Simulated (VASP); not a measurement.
# CdS (F-43m) in VASP: notebook

The runs below take CdS through single point, with LDA.

Everything below comes from runs of VASP 6.6.1. Logs are shortened: lines on timing, memory, paths and dates and some standing lists are left out, and cuts for length are marked.

**1. The cell of the first run**

It takes space group F-43m (No. 216, cubic). Conventional cell: a = 5.467 Å, b = 5.467 Å, c = 5.467 Å, α = 90.00°, β = 90.00°, γ = 90.00°. Within 3.1 Å of Cd (site symmetry -43m) lie 4 S at 2.37 Å. S (site symmetry -43m) has 4 Cd at 2.37 Å within 3.1 Å.

**2. Single point, LDA**

INCAR reads:

```
ALGO = Normal
EDIFF = 1E-6
ENCUT = 520
ISIF = 2
ISMEAR = 0
LASPH = True
LCHARG = True
LELF = True
LREAL = False
LVHAR = True
LWAVE = False
NBANDS = 16
NELM = 100
PREC = Accurate
SIGMA = 0.01
```

KPOINTS reads:

```
k-points
0
Gamma
  8 8 8
```

POSCAR reads:

```
CdS
1.0
    0.0000000000      2.7337493894      2.7337493894
    2.7337493894      0.0000000000      2.7337493894
    2.7337493894      2.7337493894      0.0000000000
Cd S
1 1
Direct
    0.0000000000      0.0000000000      0.0000000000
    0.7500000000      0.7500000000      0.7500000000
```

Potentials or basis: VASP PAW LDA potentials, release 64 (Cd, S).

Command:

```console
cat potpaw_LDA.64/Cd/POTCAR potpaw_LDA.64/S/POTCAR > POTCAR
mpirun -np 1 vasp_std > vasp.out
```

OUTCAR:

```text
EDIFF = 1E-6
   ENCUT = 520
   ISIF = 2
   ISMEAR = 0
   LASPH = True
   LREAL = False
   NELM = 100
   PREC = Accurate

 ion  position               nearest neighbor table
   1  0.000  0.000  0.000-   2 2.37   2 2.37   2 2.37   2 2.37
   2  0.750  0.750  0.750-   1 2.37   1 2.37   1 2.37   1 2.37

  LATTYP: Found a face centered cubic cell.
 ALAT       =     5.4674987788

  Lattice vectors:

 A1 = (   0.0000000000,   2.7337493894,   2.7337493894)
 A2 = (   2.7337493894,   0.0000000000,   2.7337493894)
 A3 = (   2.7337493894,   2.7337493894,   0.0000000000)

Analysis of symmetry for initial positions (statically):
=====================================================================
 Subroutine PRICEL returns:
 Original cell was already a primitive cell.

 Routine SETGRP: Setting up the symmetry group for a
 face centered cubic supercell.

 Subroutine GETGRP returns: Found 24 space group operations
 (whereof 24 operations were pure point group operations)
 out of a pool of 48 trial point group operations.

The static configuration has the point symmetry T_d .

Analysis of symmetry for dynamics (positions and initial velocities):
=====================================================================
 Subroutine PRICEL returns:
 Original cell was already a primitive cell.

 Routine SETGRP: Setting up the symmetry group for a
 face centered cubic supercell.

 Subroutine GETGRP returns: Found 24 space group operations
 (whereof 24 operations were pure point group operations)
 out of a pool of 48 trial point group operations.

The dynamic configuration has the point symmetry T_d .

 Subroutine INISYM returns: Found 24 space group operations
 (whereof 24 operations are pure point group operations),
 and found     1 'primitive' translations

----------------------------------------------------------------------------------------

                                     Primitive cell

  volume of cell :      40.8607

  direct lattice vectors                    reciprocal lattice vectors
     0.000000000  2.733749389  2.733749389    -0.182898989  0.182898989  0.182898989
     2.733749389  0.000000000  2.733749389     0.182898989 -0.182898989  0.182898989
     2.733749389  2.733749389  0.000000000     0.182898989  0.182898989 -0.182898989

  length of vectors
     3.866105463  3.866105463  3.866105463     0.316790342  0.316790342  0.316790342

  position of ions in fractional coordinates (direct lattice)
     0.000000000  0.000000000  0.000000000
[... 72 lines left out ...]
   ISPIN  =      1    spin polarized calculation?
   LNONCOLLINEAR =      F non collinear calculations
   LSORBIT =      F    spin-orbit coupling
   LASPH  =      T    aspherical Exc in radial PAW
   ENCUT  =  520.0 eV  38.22 Ry    6.18 a.u.   7.19  7.19  7.19*2*pi/ulx,y,z
   NELM   =    100;   NELMIN=  2; NELMDL= -5     # of ELM steps
   EDIFF  = 0.1E-05   stopping-criterion for ELM
   LREAL  =      F    real-space projection
[... 7 lines left out ...]
   TEBEG  =    0.0;   TEEND  =   0.0 temperature during run
   PSTRESS=    0.0 pullay stress
   NELECT =      18.0000    total number of electrons
   NUPDOWN=      -1.0000    fix difference up-down
   EMIN   =  10.00;   EMAX   =-10.00  energy-range for DOS
   EFERMI =   0.00;   METHOD = LEGACY
   ISMEAR =     0;   SIGMA  =   0.01  broadening in eV -4-tet -1-fermi 0-gaus
   EFERMI_NEDOS =   21; number of points for ismear=-14 and -15
   IALGO  =     38    algorithm
   IMIX   =      4    mixing-type and parameters
     AMIX     =   0.40;   BMIX     =  1.00
     AMIX_MAG =   1.60;   BMIX_MAG =  1.00
  volume/ion in A,a.u.               =      20.43       137.87
  Fermi-wavevector in a.u.,A,eV,Ry     =   1.245653  2.353942 21.111488  1.551651
  Thomas-Fermi vector in A             =   2.379865
   LORBIT       =      0    0 simple, 1 ext, 2 COOP (PROOUT), +10 PAW based schemes
   GGA     = CA    functional components
   LHFCALC =     F    Hartree Fock is set to
   AEXX    =    0.0000 exact exchange contribution
   IVDW    =     0    specifies the selected vdW correction
   LEPSILON=     F    determine dielectric tensor
   LRPA    =     F    only Hartree local field effects (RPA)
 non-spin polarized calculation
 Gauss-broadening in eV      SIGMA  =   0.01
  energy-cutoff  :      520.00
  volume of cell :       40.86
 maximum number of plane-waves:      1124
 NGX is ok and might be reduce to    30
   NGX = 15   NGY = 15   NGZ = 15

 number of electron      18.0000004 magnetization

 Free energy of the ion-electron system (eV)
  ---------------------------------------------------
  ext. energy  EPLUGINS =         0.00000000
  ---------------------------------------------------
  free energy    TOTEN  =        -7.09574763 eV

  energy without entropy =       -7.09574763  energy(sigma->0) =       -7.09574763

 E-fermi :   3.1296     XC(G=0): -10.4978

 val. band max:        3.0727847083   @ k =   0.0000   0.0000   0.0000
 cond. band min:       4.3579115297   @ k =   0.0000   0.0000   0.0000
 fundamental gap:      1.2851268214
 Fermi energy:         3.1295794152

 k-point     1 :       0.0000    0.0000    0.0000
  band No.  band energies     occupation
      1     -10.7114      2.00000
      2      -5.6999      2.00000
      3      -5.6999      2.00000
      4      -5.6999      2.00000
      5      -4.9023      2.00000
      6      -4.9023      2.00000
[... 433 lines left out ...]
      3      -5.3776      2.00000
      4      -4.9691      2.00000
      5      -4.8608      2.00000
      6      -4.1213      2.00000
[... 8 lines left out ...]
     15      15.6297      0.00000
     16      16.7877      0.00000

 [... further k-points ...]

------------------------ aborting loop because EDIFF is reached ----------------------------------------

  FORCE on cell =-STRESS in cart. coord.  units (eV):
  Direction    XX          YY          ZZ          XY          YZ          ZX
  --------------------------------------------------------------------------------------
  -------------------------------------------------------------------------------------
  Total        4.0920846      4.0920846      4.0920846     -0.0000000     -0.0000000     -0.0000000
  in kB      160.4534628    160.4534628    160.4534628     -0.0000000     -0.0000000     -0.0000000
  external PRESSURE =     160.4534628 kB  Pullay stress =       0.0000000 kB

 VOLUME and BASIS-vectors are now :
 -----------------------------------------------------------------------------
  energy-cutoff  :      520.00
  volume of cell :       40.86
      direct lattice vectors                 reciprocal lattice vectors
     0.000000000  2.733749389  2.733749389    -0.182898989  0.182898989  0.182898989
     2.733749389  0.000000000  2.733749389     0.182898989 -0.182898989  0.182898989
     2.733749389  2.733749389  0.000000000     0.182898989  0.182898989 -0.182898989

 POSITION                                       TOTAL-FORCE (eV/Angst)
 -----------------------------------------------------------------------------------
      0.00000      0.00000      0.00000         0.000000      0.000000      0.000000
      4.10062      4.10062      4.10062        -0.000000     -0.000000     -0.000000
 -----------------------------------------------------------------------------------
    total drift:                                0.000000      0.000000      0.000000

  FREE ENERGIE OF THE ION-ELECTRON SYSTEM (eV)
  ---------------------------------------------------
  free  energy   TOTEN  =        -7.0957476257 eV

  energy  without entropy=       -7.0957476257  energy(sigma->0) =       -7.09574763
```

stdout:

```text
POSCAR found type information on POSCAR CdS
 POSCAR found :  2 types and       2 ions
 scaLAPACK will be used
 LDA part: xc-table for (Slater(with rela. corr.)+CA(PZ))
 , standard interpolation
 POSCAR, INCAR and KPOINTS ok, starting setup
 FFT: planning ... GRIDC
 FFT: planning ... GRID_SOFT
 FFT: planning ... GRID
 WAVECAR not read
 entering main loop
```

It took 18 s on 1 thread of Intel Xeon 8259CL, shared host; peak memory 0.16 GiB.

Results:

```yaml
Free_energy: -7.0957 eV
Pressure: 16.0 GPa
Band_gap_on_the_k_mesh: 1.29 eV
```

Caveat: the cell stands under pressure.

**3. Single point, LDA**

This run uses another cell than the first one, of 21.30 Å³/atom.

INCAR reads:

```
SYSTEM = CdS
  ALGO = Normal
  EDIFF = 1E-6
  ENCUT = 520
  ISIF = 2
  ISMEAR = 0
  LASPH = .True.
  LCHARG = .False.
  LREAL = .False.
  LWAVE = .False.
  NBANDS = 16
  NELM = 80
  PREC = Accurate
  SIGMA = 0.01
```

KPOINTS reads:

```
k-points
0
Gamma
  8 8 8
  0 0 0
```

POSCAR reads:

```
CdS
1.0
    0.0000000000      2.7718631480      2.7718631480
    2.7718631480      0.0000000000      2.7718631480
    2.7718631480      2.7718631480      0.0000000000
Cd S
1 1
Direct
    0.0000000000      0.0000000000      0.0000000000
    0.7500000000      0.7500000000      0.7500000000
```

Potentials or basis: VASP PAW LDA potentials, release 64 (Cd, S).

Command:

```console
cat potpaw_LDA.64/Cd/POTCAR potpaw_LDA.64/S/POTCAR > POTCAR
mpirun -np 1 vasp_std > vasp.out
```

Wall time 20 s (1 thread of Intel Xeon 8259CL, shared host); peak memory 0.16 GiB.

The run converged. Its results:

```
Free energy            : -7.2406 eV
Pressure               : 10.9 GPa
Band gap on the k mesh : 1.21 eV
```

Levels at points of the mesh, in eV from the valence-band top:
| k point | band 5 | band 6 | band 7 | band 8 | band 9 | band 10 | band 11 | band 12 | band 13 | band 14 |
| --- | --- | --- | --- | --- | --- | --- | --- | --- | --- | --- |
| (0.00, 0.00, 0.00) | -7.79 | -7.79 | 0.00 | 0.00 | 0.00 | 1.21 | 6.26 | 6.26 | 6.26 | 11.65 |
| (0.50, 0.00, 0.00) | -7.73 | -7.25 | -5.56 | -1.02 | -1.02 | 2.97 | 6.80 | 6.80 | 7.63 | 11.29 |
| (0.50, 0.50, 0.00) | -7.65 | -7.18 | -4.78 | -2.53 | -2.53 | 3.02 | 4.24 | 9.68 | 11.46 | 11.46 |

Caveat: the cell stands under pressure.

**4. Single point, LDA**

This run uses another cell than the first one, of 21.91 Å³/atom.

INCAR reads:

```
SYSTEM = CdS
ALGO     = Normal         ! electronic algorithm
EDIFF    = 1E-7           ! SCF threshold, eV
ENCUT    = 520            ! plane-wave cutoff, eV
GGA      = CA             ! functional
ISIF     = 2              ! what is computed and relaxed
ISMEAR   = 0              ! smearing method
LASPH    = .TRUE.         ! aspherical terms in the spheres
LCHARG   = .TRUE.         ! write CHGCAR
LELF     = .TRUE.         ! ELF
LREAL    = .FALSE.        ! projectors in reciprocal space
LVHAR    = .TRUE.       
LWAVE    = .FALSE.        ! write WAVECAR
NBANDS   = 16             ! bands
NELM     = 60             ! most SCF steps
PREC     = Accurate       ! precision mode
SIGMA    = 0.01           ! smearing width, eV
```

KPOINTS reads:

```
k-points
0
G
  8 8 8
  0 0 0
```

POSCAR reads:

```
CdS
1.0
    0.0000000000      2.7982208046      2.7982208046
    2.7982208046      0.0000000000      2.7982208046
    2.7982208046      2.7982208046      0.0000000000
Cd S
1 1
Direct
    0.0000000000      0.0000000000      0.0000000000
    0.7500000000      0.7500000000      0.7500000000
```

Command:

```console
cat potpaw_LDA.64/Cd/POTCAR potpaw_LDA.64/S/POTCAR > POTCAR
mpirun -np 1 vasp_std > vasp.out
```

Run time: 30 s. Hardware: 1 thread of Intel Xeon 8259CL, shared host; peak memory 0.15 GiB.

Results (log left out):

```
Free energy            : -7.3119 eV
Pressure               : 7.8 GPa
Band gap on the k mesh : 1.15 eV
```

Levels at points of the mesh, in eV from the valence-band top:
```csv
k point,band 6,band 7,band 8,band 9,band 10,band 11,band 12,band 13
"(0.00, 0.00, 0.00)",-7.68,0.00,0.00,0.00,1.15,6.29,6.29,6.29
"(0.50, 0.00, 0.00)",-7.17,-5.35,-0.97,-0.97,2.94,6.81,6.81,7.57
"(0.50, 0.50, 0.00)",-7.10,-4.64,-2.40,-2.40,3.08,4.25,9.54,11.29
```

Caveat: the cell stands under pressure.

**5. Single point, LDA**

This run uses another cell than the first one, of 23.18 Å³/atom.

INCAR reads:

```
PREC = Accurate ; ENCUT = 520
EDIFF = 1E-6 ; ISMEAR = 0
SIGMA = 0.01 ; LREAL = False
LASPH = True ; NELM = 100
ALGO = Normal ; ISIF = 2
LWAVE = False ; LCHARG = False
NBANDS = 16
```

KPOINTS reads:

```
Automatic mesh
0
Gamma
  8 8 8
```

POSCAR reads:

```
CdS
1.0
    0.0000000000      2.8513924416      2.8513924416
    2.8513924416      0.0000000000      2.8513924416
    2.8513924416      2.8513924416      0.0000000000
Cd S
1 1
Direct
    0.0000000000      0.0000000000      0.0000000000
    0.7500000000      0.7500000000      0.7500000000
```

Command:

```console
cat potpaw_LDA.64/Cd/POTCAR potpaw_LDA.64/S/POTCAR > POTCAR
mpirun -np 1 vasp_std > vasp.out
```

Run time: 28 s. Hardware: 1 thread of Intel Xeon 8259CL, shared host; peak memory 0.16 GiB.

It converged, with:

* Free energy: -7.3934 eV
* Pressure: 2.7 GPa
* Band gap on the k mesh: 1.04 eV

Levels at points of the mesh, in eV from the valence-band top:
```
           k point  band 6  band 7  band 8  band 9  band 10  band 11  band 12  band 13
(0.00, 0.00, 0.00)   -7.48    0.00    0.00    0.00     1.04     6.34     6.34     6.34
(0.50, 0.00, 0.00)   -7.03   -4.95   -0.87   -0.87     2.88     6.84     6.84     7.42
(0.50, 0.50, 0.00)   -6.96   -4.36   -2.18   -2.18     3.19     4.23     9.26    10.95
```

(Part 1 of 2 ends here.)
